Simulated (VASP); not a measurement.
HC2: single point with PBEsol

Slab: HC2, a slab with vacuum.

```
H C
1.0
     5.04874    0.00000    0.00000
     2.52437    4.37234    0.00000
     0.00000    0.00000   17.77643
H C
8 16
Cartesian
  1.2622 0.7287 1.0000
  3.7866 0.7287 1.0000
  2.5244 2.9149 1.0000
  5.0487 2.9149 1.0000
  2.5243 -0.0002 5.7547
  1.2621 2.1862 5.7548
  3.7868 2.1863 5.7550
  7.5732 4.3692 5.7547
  1.2622 0.7287 2.1000
  3.7866 0.7287 2.1000
  2.5244 2.9149 2.1000
  5.0487 2.9149 2.1000
  0.0000 1.4574 2.6153
  2.5244 1.4574 2.6153
  1.2622 3.6436 2.6153
  3.7866 3.6436 2.6153
  0.0000 1.4570 4.1586
  2.5243 1.4571 4.1585
  1.2621 3.6432 4.1582
  3.7866 3.6433 4.1582
  0.0000 -0.0007 4.6416
  2.5244 -0.0004 4.6416
  1.2621 2.1858 4.6418
  3.7866 2.1859 4.6417
```

```json
{"Program": "VASP 6.6.1", "Task": "single point", "Functional": "PBEsol", "Potentials or basis": "VASP PAW PBE potentials, release 64 (H, C)", "Cutoff": "520 eV", "k mesh": "3 × 3 × 1", "Occupations": "gaussian, width 0.05 eV", "Spin": "no spin polarisation", "Dipole correction": "no", "Further INCAR settings": "LREAL = Auto; ALGO = Normal; EDIFF = 1e-06; NBANDS = 54"}
```

```json
{
 "Largest force": "1.313 eV/Å",
 "Band gap on the k mesh": "2.95 eV"
}
```

Forces in eV/Å, atoms in the order of the input:
```
H    0.000  0.000 -0.331
H    0.000  0.000 -0.331
H    0.000  0.000 -0.331
H    0.000  0.000 -0.331
H    0.000 -0.001  0.042
H    0.000 -0.001  0.042
H   -0.001 -0.001  0.037
H    0.000  0.011  0.044
C    0.000  0.000  1.313
C    0.000  0.000  1.313
C    0.000  0.000  1.312
C    0.000  0.000  1.312
C    0.000 -0.004 -1.025
C    0.000 -0.001 -1.027
C   -0.001 -0.003 -1.031
C    0.001 -0.003 -1.031
C    0.000  0.000  0.006
C    0.000  0.001  0.003
C    0.000  0.002  0.013
C    0.000 -0.001  0.011
C   -0.001  0.000 -0.004
C    0.000  0.002 -0.002
C    0.002  0.000 -0.005
C    0.000 -0.001  0.001
```

Levels at points of the mesh, in eV from the valence-band top:
| k point | band 33 | band 34 | band 35 | band 36 | band 37 | band 38 | band 39 | band 40 |
| --- | --- | --- | --- | --- | --- | --- | --- | --- |
| (0.00, 0.00, 0.00) | -1.47 | -1.47 | 0.00 | 0.00 | 2.95 | 3.41 | 4.62 | 5.31 |

It took 7.3 min on 1 thread of Intel Xeon 8259CL, with other jobs on the host, peak memory 0.49 GiB.

Caveat: the k points lie up to 0.48 Å⁻¹ apart; the PAW data sets were made with another functional, which shifts forces and pressure a little.
